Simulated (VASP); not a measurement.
Wanted: the native input for a VASP 6.6.1 run.

```
Task                   : single point
Functional             : PBE
Potentials or basis    : VASP PAW PBE potentials, release 64 (Pd)
Cutoff                 : 520 eV
k mesh                 : 13 × 13 × 13
Occupations            : fermi-dirac, width 0.08 eV
Spin                   : no spin polarisation
Dipole correction      : no
Further INCAR settings : ALGO = Normal; EDIFF = 1e-07; NBANDS = 17
```

The structure of Pd lies in POSCAR:

```
Pd
1.0
    0.0000000000      2.7216565816      2.7216565816
    2.7216565816      0.0000000000      2.7216565816
    2.7216565816      2.7216565816      0.0000000000
Pd
2
Direct
   -0.1250000000     -0.1250000000     -0.1250000000
    0.1250000000      0.1250000000      0.1250000000
```

The input as run:

INCAR

```
SYSTEM = Pd
PREC = Accurate
ENCUT = 520
EDIFF = 1E-7
ISMEAR = -1
SIGMA = 0.08
LREAL = .FALSE.
LASPH = .TRUE.
NELM = 60
ALGO = Normal
ISIF = 2
LWAVE = .FALSE.
LCHARG = .TRUE.
GGA = PE
LELF = .TRUE.
LVHAR = .TRUE.
NBANDS = 17
```

KPOINTS

```
Automatic mesh
0
G
  13 13 13
  0 0 0
```

Potentials or basis: VASP PAW PBE potentials, release 64 (Pd).

Run with:

```console
$ cat potpaw_PBE.64/Pd/POTCAR > POTCAR
$ mpirun -np 1 vasp_std > vasp.out
```

Results of the run:

```json
{
 "Pressure": "20.9 GPa",
 "Band gap on the k mesh": "zero (band 10 reaches 6.26 eV, above the bottom of band 11 at 5.73 eV)"
}
```

Wall time 82 s on 1 thread of Intel(R) Xeon(R) Platinum 8259CL CPU @ 2.50GHz (Skylake/Cascade Lake) (shared host), peak memory 0.19 GiB.
